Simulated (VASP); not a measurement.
# CdSe (F-43m) in VASP: a series of runs

CdSe is run at these levels: PBE; tasks: relaxation of the atoms.

Program: VASP 6.6.1. These are calculated values, not measurements. Logs are shortened: lines on timing, memory, paths and dates and some standing lists are left out, and cuts for length are marked.

### Step 1. The cell of the first run

It takes space group F-43m (No. 216, cubic). The conventional cell has a = 5.817 Å, b = 5.817 Å, c = 5.817 Å, α = 90.00°, β = 90.00°, γ = 90.00°. Cd (site symmetry -43m) has 4 Se at 2.52 Å within 3.3 Å. Within 3.3 Å of Se (site symmetry -43m) lie 4 Cd at 2.52 Å.

### Step 2. Relaxation of the atoms, PBE

The input, INCAR:

```
SYSTEM = CdSe
  ALGO = Normal
  EDIFF = 1E-7
  EDIFFG = -0.01
  ENCUT = 520
  GGA = PE
  IBRION = 2
  ISIF = 2
  ISMEAR = -1
  LASPH = .True.
  LCHARG = .False.
  LREAL = .False.
  LWAVE = .False.
  NELM = 80
  NSW = 50
  PREC = Accurate
  SIGMA = 0.03
```

The input, KPOINTS:

```
k-points
0
Gamma
  8 8 8
  0 0 0
```

The input, POSCAR:

```
CdSe
1.0
    0.0000000000      2.9083703860      2.9083703860
    2.9083703860      0.0000000000      2.9083703860
    2.9083703860      2.9083703860      0.0000000000
Cd Se
1 1
Direct
    0.0000000000      0.0000000000      0.0000000000
    0.2500000000      0.2500000000      0.2500000000
```

Potentials or basis: VASP PAW PBE potentials, release 64 (Cd, Se).

Command:

```sh
$ cat potpaw_PBE.64/Cd/POTCAR potpaw_PBE.64/Se/POTCAR > POTCAR
$ mpirun -np 1 vasp_std > vasp.out
```

OUTCAR:

```text
SYSTEM = CdSe
   EDIFF = 1E-7
   EDIFFG = -0.01
   ENCUT = 520
   GGA = PE
   IBRION = 2
   ISIF = 2
   ISMEAR = -1
   LASPH = .True.
   LREAL = .False.
   NELM = 80
   NSW = 50
   PREC = Accurate

 ion  position               nearest neighbor table
   1  0.000  0.000  0.000-   2 2.52   2 2.52   2 2.52   2 2.52
   2  0.250  0.250  0.250-   1 2.52   1 2.52   1 2.52   1 2.52

  LATTYP: Found a face centered cubic cell.
 ALAT       =     5.8167407720

  Lattice vectors:

 A1 = (   0.0000000000,   2.9083703860,   2.9083703860)
 A2 = (   2.9083703860,   0.0000000000,   2.9083703860)
 A3 = (   2.9083703860,   2.9083703860,   0.0000000000)

Analysis of symmetry for initial positions (statically):
=====================================================================
 Subroutine PRICEL returns:
 Original cell was already a primitive cell.

 Routine SETGRP: Setting up the symmetry group for a
 face centered cubic supercell.

 Subroutine GETGRP returns: Found 24 space group operations
 (whereof 24 operations were pure point group operations)
 out of a pool of 48 trial point group operations.

The static configuration has the point symmetry T_d .

Analysis of symmetry for dynamics (positions and initial velocities):
=====================================================================
 Subroutine PRICEL returns:
 Original cell was already a primitive cell.

 Routine SETGRP: Setting up the symmetry group for a
 face centered cubic supercell.

 Subroutine GETGRP returns: Found 24 space group operations
 (whereof 24 operations were pure point group operations)
 out of a pool of 48 trial point group operations.

The dynamic configuration has the point symmetry T_d .

 Subroutine INISYM returns: Found 24 space group operations
 (whereof 24 operations are pure point group operations),
 and found     1 'primitive' translations

----------------------------------------------------------------------------------------

                                     Primitive cell

  volume of cell :      49.2016

  direct lattice vectors                    reciprocal lattice vectors
     0.000000000  2.908370386  2.908370386    -0.171917581  0.171917581  0.171917581
     2.908370386  0.000000000  2.908370386     0.171917581 -0.171917581  0.171917581
     2.908370386  2.908370386  0.000000000     0.171917581  0.171917581 -0.171917581

  length of vectors
     4.113056844  4.113056844  4.113056844     0.297769984  0.297769984  0.297769984

  position of ions in fractional coordinates (direct lattice)
     0.000000000  0.000000000  0.000000000
     0.250000000  0.250000000  0.250000000

  ion indices of the primitive-cell ions
   primitive index   ion index
                 1           1
                 2           2

----------------------------------------------------------------------------------------

 KPOINTS: k-points

Automatic generation of k-mesh.
 Grid dimensions read from file:
 generate k-points for:    8    8    8

 Generating k-lattice:

  Cartesian coordinates                     Fractional coordinates (reciprocal lattice)
    -0.021489698  0.021489698  0.021489698     0.125000000  0.000000000  0.000000000
     0.021489698 -0.021489698  0.021489698     0.000000000  0.125000000  0.000000000
     0.021489698  0.021489698 -0.021489698     0.000000000  0.000000000  0.125000000

  Length of vectors
     0.037221248  0.037221248  0.037221248

  Shift w.r.t. Gamma in fractional coordinates (k-lattice)
     0.000000000  0.000000000  0.000000000

 Subroutine IBZKPT returns following result:
 ===========================================

 Found     29 irreducible k-points:

 Following reciprocal coordinates:
            Coordinates               Weight
  0.000000  0.000000  0.000000      1.000000
  0.125000  0.000000  0.000000      8.000000
  0.250000  0.000000  0.000000      8.000000
  0.375000  0.000000  0.000000      8.000000
  0.500000  0.000000  0.000000      4.000000
  0.125000  0.125000  0.000000      6.000000
[... 16 lines left out ...]
  0.500000  0.250000  0.125000     48.000000
 -0.375000  0.250000  0.125000     24.000000
 [... further k-points ...]
   k-points           NKPTS =     29   k-points in BZ     NKDIM =     29   number of bands    NBANDS=     13
   number of dos      NEDOS =    301   number of ions     NIONS =      2
   total plane-waves  NPLWV =  32768
   dimension x,y,z NGX =    32 NGY =   32 NGZ =   32
   dimension x,y,z NGXF=    64 NGYF=   64 NGZF=   64
   ions per type =               1   1
   NGX,Y,Z   is equivalent  to a cutoff of  12.93, 12.93, 12.93 a.u.
   NGXF,Y,Z  is equivalent  to a cutoff of  25.87, 25.87, 25.87 a.u.
 SYSTEM =  CdSe
   PREC   = accura    normal or accurate (medium, high low for compatibility)
   ISTART =      0    job   : 0-new  1-cont  2-samecut
   ICHARG =      2    charge: 1-file 2-atom 10-const
   ISPIN  =      1    spin polarized calculation?
   LNONCOLLINEAR =      F non collinear calculations
   LSORBIT =      F    spin-orbit coupling
   LASPH  =      T    aspherical Exc in radial PAW
   ENCUT  =  520.0 eV  38.22 Ry    6.18 a.u.   7.65  7.65  7.65*2*pi/ulx,y,z
   NELM   =     80;   NELMIN=  2; NELMDL= -5     # of ELM steps
   EDIFF  = 0.1E-06   stopping-criterion for ELM
   LREAL  =      F    real-space projection
   EDIFFG = -.1E-01   stopping-criterion for IOM
   NSW    =     50    number of steps for IOM
   IBRION =      2    ionic relax: 0-MD 1-quasi-New 2-CG
   NFREE  =      1    steps in history (QN), initial steepest desc. (CG)
   ISIF   =      2    stress and relaxation
   ISYM   =      2    0-nonsym 1-usesym 2-fastsym
   POTIM  = 0.5000    time-step for ionic-motion
   TEBEG  =    0.0;   TEEND  =   0.0 temperature during run
   PSTRESS=    0.0 pullay stress
   NELECT =      18.0000    total number of electrons
   NUPDOWN=      -1.0000    fix difference up-down
   EMIN   =  10.00;   EMAX   =-10.00  energy-range for DOS
   EFERMI =   0.00;   METHOD = LEGACY
   ISMEAR =    -1;   SIGMA  =   0.03  broadening in eV -4-tet -1-fermi 0-gaus
   EFERMI_NEDOS =   21; number of points for ismear=-14 and -15
   IALGO  =     38    algorithm
   IMIX   =      4    mixing-type and parameters
     AMIX     =   0.40;   BMIX     =  1.00
     AMIX_MAG =   1.60;   BMIX_MAG =  1.00
  volume/ion in A,a.u.               =      24.60       166.01
  Fermi-wavevector in a.u.,A,eV,Ry     =   1.170863  2.212610 18.652490  1.370919
  Thomas-Fermi vector in A             =   2.307315
   LORBIT       =      0    0 simple, 1 ext, 2 COOP (PROOUT), +10 PAW based schemes
   GGA     = PE    functional components
   LHFCALC =     F    Hartree Fock is set to
   AEXX    =    0.0000 exact exchange contribution
   IVDW    =     0    specifies the selected vdW correction
   LEPSILON=     F    determine dielectric tensor
   LRPA    =     F    only Hartree local field effects (RPA)
 conjugate gradient relaxation of ions
 non-spin polarized calculation
  energy-cutoff  :      520.00
  volume of cell :       49.20
 maximum number of plane-waves:      1363
   NGX = 15   NGY = 15   NGZ = 15

 number of electron      18.0000005 magnetization

 Free energy of the ion-electron system (eV)
  ---------------------------------------------------
  ext. energy  EPLUGINS =         0.00000000
  ---------------------------------------------------
  free energy    TOTEN  =        -5.12044183 eV

  energy without entropy =       -5.12044183  energy(sigma->0) =       -5.12044183

 E-fermi :   2.5748     XC(G=0):  -9.5116

 val. band max:        2.1165241453   @ k =   0.0000   0.0000   0.0000
 cond. band min:       2.9990019715   @ k =   0.0000   0.0000   0.0000
 fundamental gap:      0.8824778262
 Fermi energy:         2.5747963801

 k-point     1 :       0.0000    0.0000    0.0000
  band No.  band energies     occupation
      1     -11.3377      2.00000
      2      -6.3863      2.00000
      3      -6.3863      2.00000
      4      -6.3863      2.00000
      5      -5.8457      2.00000
      6      -5.8457      2.00000
      7       2.1165      2.00000
      8       2.1165      2.00000
      9       2.1165      2.00000
     10       2.9990      0.00000
     11       8.0119      0.00000
     12       8.0119      0.00000
     13       8.0119      0.00000

 k-point     2 :       0.1250    0.0000    0.0000
  band No.  band energies     occupation
      1     -11.2654      2.00000
      2      -6.3618      2.00000
      3      -6.3618      2.00000
      4      -6.3334      2.00000
      5      -5.8475      2.00000
      6      -5.8475      2.00000
      7       0.8024      2.00000
      8       1.9524      2.00000
      9       1.9524      2.00000
     10       3.9983      0.00000
     11       7.8633      0.00000
     12       8.2557      0.00000
     13       8.2557      0.00000

 k-point     3 :       0.2500    0.0000    0.0000
  band No.  band energies     occupation
      1     -11.0882      2.00000
      2      -6.3085      2.00000
      3      -6.3085      2.00000
      4      -6.1352      2.00000
      5      -5.8436      2.00000
      6      -5.8436      2.00000
      7      -0.9212      2.00000
      8       1.5953      2.00000
      9       1.5953      2.00000
     10       4.6454      0.00000
     11       8.2886      0.00000
     12       8.6132      0.00000
     13       8.6132      0.00000
[... 305 lines left out ...]
 k-point    23 :       0.5000    0.2500    0.1250
  band No.  band energies     occupation
      1     -10.8143      2.00000
      2      -6.2129      2.00000
      3      -6.1853      2.00000
      4      -5.9288      2.00000
      5      -5.8155      2.00000
      6      -5.5503      2.00000
      7      -2.2671      2.00000
      8      -0.2167      2.00000
      9       0.7453      2.00000
     10       6.2988      0.00000
     11       7.5050      0.00000
     12       8.5492      0.00000
     13      10.2040      0.00000

 k-point    24 :      -0.3750    0.2500    0.1250
  band No.  band energies     occupation
      1     -10.7556      2.00000
      2      -6.2071      2.00000
      3      -6.1664      2.00000
      4      -5.8806      2.00000
      5      -5.8239      2.00000
      6      -5.3103      2.00000
      7      -2.8124      2.00000
      8      -0.3394      2.00000
      9       0.5468      2.00000
     10       6.3185      0.00000
     11       7.4586      0.00000
     12       9.2491      0.00000
     13      10.4674      0.00000

 [... further k-points ...]

------------------------ aborting loop because EDIFF is reached ----------------------------------------

  FORCE on cell =-STRESS in cart. coord.  units (eV):
  Direction    XX          YY          ZZ          XY          YZ          ZX
  --------------------------------------------------------------------------------------
  -------------------------------------------------------------------------------------
  Total        4.2330697      4.2330697      4.2330697      0.0000000     -0.0000000      0.0000000
  in kB      137.8436829    137.8436829    137.8436829      0.0000000     -0.0000000      0.0000000
  external PRESSURE =     137.8436829 kB  Pullay stress =       0.0000000 kB

 VOLUME and BASIS-vectors are now :
 -----------------------------------------------------------------------------
  energy-cutoff  :      520.00
  volume of cell :       49.20
      direct lattice vectors                 reciprocal lattice vectors
     0.000000000  2.908370386  2.908370386    -0.171917581  0.171917581  0.171917581
     2.908370386  0.000000000  2.908370386     0.171917581 -0.171917581  0.171917581
     2.908370386  2.908370386  0.000000000     0.171917581  0.171917581 -0.171917581

 POSITION                                       TOTAL-FORCE (eV/Angst)
 -----------------------------------------------------------------------------------
      0.00000      0.00000      0.00000        -0.000000     -0.000000     -0.000000
      1.45419      1.45419      1.45419         0.000000      0.000000      0.000000
 -----------------------------------------------------------------------------------
    total drift:                               -0.000000     -0.000000     -0.000000

  FREE ENERGIE OF THE ION-ELECTRON SYSTEM (eV)
  ---------------------------------------------------
  free  energy   TOTEN  =        -5.1204418277 eV

  energy  without entropy=       -5.1204418250  energy(sigma->0) =       -5.12044183

 reached required accuracy - stopping structural energy minimisation
```

It took 13 s on 1 thread of AMD EPYC 9R45 (Zen 5), shared host; peak memory 0.15 GiB.

Results:

```yaml
Free_energy: -5.1204 eV
Pressure_after_relaxing: 13.8 GPa
Band_gap_on_the_k_mesh: 0.88 eV, direct
```

Final structure:
```cif
data_structure
_symmetry_space_group_name_H-M 'P 1'
_symmetry_Int_Tables_number 1
_cell_length_a 4.1131
_cell_length_b 4.1131
_cell_length_c 4.1131
_cell_angle_alpha 60.000
_cell_angle_beta 60.000
_cell_angle_gamma 60.000
_cell_volume 49.20
loop_
_atom_site_label
_atom_site_type_symbol
_atom_site_fract_x
_atom_site_fract_y
_atom_site_fract_z
_atom_site_occupancy
Cd1 Cd 0.00000 0.00000 0.00000 1
Se1 Se 0.25000 0.25000 0.25000 1
```

Caveat: the relaxation stopped at its first step, so nothing moved. As with any semilocal functional, this PBE gap is likely too small.

### Step 3. Relaxation of the atoms, PBE

This run uses another cell than the first one, of 28.94 Å³/atom, 1.176 times its volume.

The input, INCAR:

```
SYSTEM = CdSe
PREC = Accurate
ENCUT = 520
EDIFF = 1E-7
ISMEAR = -1
SIGMA = 0.03
LREAL = .False.
LASPH = .True.
NELM = 60
ALGO = Normal
ISIF = 2
LWAVE = .False.
LCHARG = .False.
GGA = PE
IBRION = 2
NSW = 50
EDIFFG = -0.01
```

The input, KPOINTS:

```
regular mesh
0
Gamma
  8 8 8
  0 0 0
```

The input, POSCAR:

```
CdSe
1.0
    0.0000000000      3.0702711986      3.0702711986
    3.0702711986      0.0000000000      3.0702711986
    3.0702711986      3.0702711986      0.0000000000
Cd Se
1 1
Direct
    0.0000000000      0.0000000000      0.0000000000
    0.2500000000      0.2500000000      0.2500000000
```

Potentials or basis: VASP PAW PBE potentials, release 64 (Cd, Se).

Command:

```sh
$ cat potpaw_PBE.64/Cd/POTCAR potpaw_PBE.64/Se/POTCAR > POTCAR
$ mpirun -np 1 vasp_std > vasp.out
```

Wall time 13 s (1 thread of AMD EPYC 9R45 (Zen 5), shared host); peak memory 0.15 GiB.

The run converged. Its results:

- Free energy: -5.4905 eV
- Pressure after relaxing: 1.6 GPa
- Band gap on the k mesh: 0.55 eV, direct

Final structure:
```xyz
2
Lattice="0.0000 3.0703 3.0703 3.0703 0.0000 3.0703 3.0703 3.0703 0.0000" Properties=species:S:1:pos:R:3 pbc="T T T"
Cd    0.0000    0.0000    0.0000
Se    1.5351    1.5351    1.5351
```

Levels at points of the mesh, in eV from the valence-band top:
| k point | band 5 | band 6 | band 7 | band 8 | band 9 | band 10 | band 11 | band 12 | band 13 |
| --- | --- | --- | --- | --- | --- | --- | --- | --- | --- |
| (0.00, 0.00, 0.00) | -7.50 | -7.50 | 0.00 | 0.00 | 0.00 | 0.55 | 5.93 | 5.93 | 5.93 |
| (0.50, 0.00, 0.00) | -7.48 | -7.22 | -4.22 | -0.71 | -0.71 | 2.36 | 6.44 | 6.44 | 7.34 |
| (0.50, 0.50, 0.00) | -7.44 | -7.16 | -3.95 | -1.76 | -1.76 | 3.19 | 3.73 | 8.98 | 10.05 |

Caveat: the relaxation stopped at its first step, so nothing moved.
